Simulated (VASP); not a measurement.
Runs of VASP 6.6.1 on WSe2. The structure is that of space group Cm (No. 8), or close to it. The cells are those of the table. 

```csv
cell,gap on the mesh (eV),pressure (GPa),largest force (eV/Å)
"a = 3.321, b = 3.321, c = 15.622 Å, angles 79.3, 79.3, 60.0°, 6 atoms",none,3.9,5.36
"a = 3.321, b = 3.321, c = 15.992 Å, angles 75.0, 75.0, 60.0°, 6 atoms",none,(b),3.57
"a = 3.321, b = 3.321, c = 15.287 Å, angles 86.9, 86.9, 60.0°, 6 atoms",(a),13.8,18.31
"a = 3.321, b = 3.321, c = 15.855 Å, angles 76.4, 76.4, 60.0°, 6 atoms",none,2.6,2.59
```

Alike in all rows: task single point; level PBE; potentials or basis VASP PAW PBE potentials, release 64 (W_sv, Se); no spin polarisation; k mesh 9 × 9 × 2; cutoff (eV) 520; smearing gaussian 0.05 eV.

Estimate the missing entries.

(a) 0.10; (b) 4.0.

Caveats: spin-orbit coupling is left out, which moves the levels of the heavy elements; this functional lacks dispersion, which binds layers or chains, so the pressure and a relaxed spacing across them are unreliable; forces of over 1 eV/Å act on the atoms, so gaps and moduli don't describe the material at rest; the stress differs along the axes, from 1 to 7 GPa (at least some runs); the stress differs along the axes, from 4 to 30 GPa (at least some runs).

A k mesh can miss the band edges, and the runs leave out spin-orbit coupling on Se, W.

A gap of «none» marks levels without a gap at the run's occupations.
